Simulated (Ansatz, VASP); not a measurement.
**MgV3 in VASP and in Ansatz**

```
V Mg
1.0
     3.90307    0.00000    0.00000
     0.00000    3.90307    0.00000
     0.00000    0.00000    3.90307
V Mg
3 1
Direct
  0.00000 0.50000 0.50000
  0.50000 0.00000 0.50000
  0.50000 0.50000 0.00000
  0.00000 0.00000 0.00000
```

Alike in both runs: task single point; functional PBE; k mesh 12 × 12 × 12; occupations gaussian, width 0.1 eV; collinear spin.

```csv
,VASP,Ansatz
version,VASP 6.6.1,Ansatz 0.2.0
potentials or method,"VASP PAW PBE potentials, release 64 (V_sv, Mg), cutoff 520 eV","scalar-relativistic, plane waves, PAW"
valence electrons in the cell,41,49
```

```csv
,VASP,Ansatz,Ansatz less VASP
gap on the k mesh at the Fermi level (eV),none,none,-
pressure (GPa),0.2,0.0,-0.17
net moment per atom (μB),0.29,0.29,-0.002
size of the moment on the site where the two differ most (μB),0.33,0.33,-0.004
```

Site moments also hang on the region over which each program counts them. A gap of «none» marks a metal or a gap that the smearing closes. VASP's potentials hold 41 valence electrons a cell and Ansatz's 49, so a difference there can come from the potentials and not from the codes.
